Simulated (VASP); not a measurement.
Input of a VASP 6.6.1 run:

Contents of INCAR:

```
  PREC = Accurate
  ENCUT = 520
  EDIFF = 1E-6
  ISMEAR = 0
  SIGMA = 0.1
  LREAL = F
  LASPH = T
  NELM = 80
  ALGO = Fast
  ISIF = 2
  LWAVE = F
  LCHARG = T
  GGA = PE
  LELF = T
  LVHAR = T
  NBANDS = 19
```

The input KPOINTS:

```
Automatic mesh
0
Gamma
  6 6 4
```

File POSCAR:

```
Zn
1.0
    2.6151251400      0.0000000000      0.0000000000
   -1.3075625700      2.2647648100      0.0000000000
    0.0000000000      0.0000000000      5.1311171300
Zn
2
Direct
    0.3333333300      0.6666666700      0.1671164600
    0.6666666700      0.3333333300      0.8328835400
```

Potentials or basis: VASP PAW PBE potentials, release 64 (Zn).

Command:

```console
$ cat potpaw_PBE.64/Zn/POTCAR > POTCAR
$ mpirun -np 1 vasp_std > vasp.out
```

**Question.** Estimate the largest force.

**Answer.** 4.208 eV/Å.

**Question.** Predict the band gap on the k mesh.

**Answer.** Zero (bands 12 and 13 overlap by 2.90 eV).

**Question.** Estimate the pressure.

**Answer.** 25.8 GPa.

Stress tensor (GPa, compression positive):
```
22.88  0.00  0.00
 0.00 22.88  0.00
 0.00  0.00 31.63
```

Caveat: the k points lie up to 0.46 Å⁻¹ apart, too coarse for converged energies and pressures of a metal; forces of over 1 eV/Å act on the atoms, so gaps and moduli don't describe the material at rest.
